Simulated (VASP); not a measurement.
Set up this calculation in VASP 6.6.1, as the native input.

```
Task                   : relaxation of cell and atoms
Functional             : PBE
Potentials or basis    : VASP PAW PBE potentials, release 64 (Al)
Cutoff                 : 600 eV
k mesh                 : 24 × 24 × 20
Occupations            : gaussian, width 0.1 eV
Spin                   : no spin polarisation
Dipole correction      : no
Further INCAR settings : ALGO = Normal; EDIFF = 1e-06; IBRION = 2; EDIFFG = -0.01; NSW = 100; ISIF = 3
```

The structure of Al lies in POSCAR:

```
Al
1.0
    2.7618439198      0.0000000000      0.0000000000
   -1.3809219599      2.3918269958      0.0000000000
    0.0000000000      0.0000000000      2.8419271846
Al
1
Direct
    0.0000000000      0.0000000000      0.0000000000
```

One way to write it, as run:

INCAR

```
  PREC = Accurate
  ENCUT = 600
  EDIFF = 1E-6
  ISMEAR = 0
  SIGMA = 0.1
  LREAL = F
  LASPH = T
  NELM = 60
  ALGO = Normal
  ISIF = 3
  LWAVE = F
  LCHARG = F
  GGA = PE
  IBRION = 2
  NSW = 100
  EDIFFG = -0.01
```

KPOINTS

```
Automatic mesh
0
Gamma
  24 24 20
```

Potentials or basis: VASP PAW PBE potentials, release 64 (Al).

Launch:

```console
$ cat potpaw_PBE.64/Al/POTCAR > POTCAR
$ mpirun -np 1 vasp_std > vasp.out
```

Results of the run:

The relaxed volume is 18.76 Å³/atom, the relaxed cell is a = 2.781 Å, b = 2.781 Å, c = 2.801 Å, α = 90.00°, β = 90.00°, γ = 120.00° and the space group after relaxing (to 0.05 Å) is P6/mmm (No. 191). The energy gained by relaxing is 2.4 meV/atom, the ionic steps are 7 and the pressure after relaxing is 0.0 GPa.

Run time: 76 s on 1 thread of Intel(R) Xeon(R) Platinum 8259CL CPU @ 2.50GHz (Skylake/Cascade Lake), with other jobs on the host, peak memory 0.2 GiB.
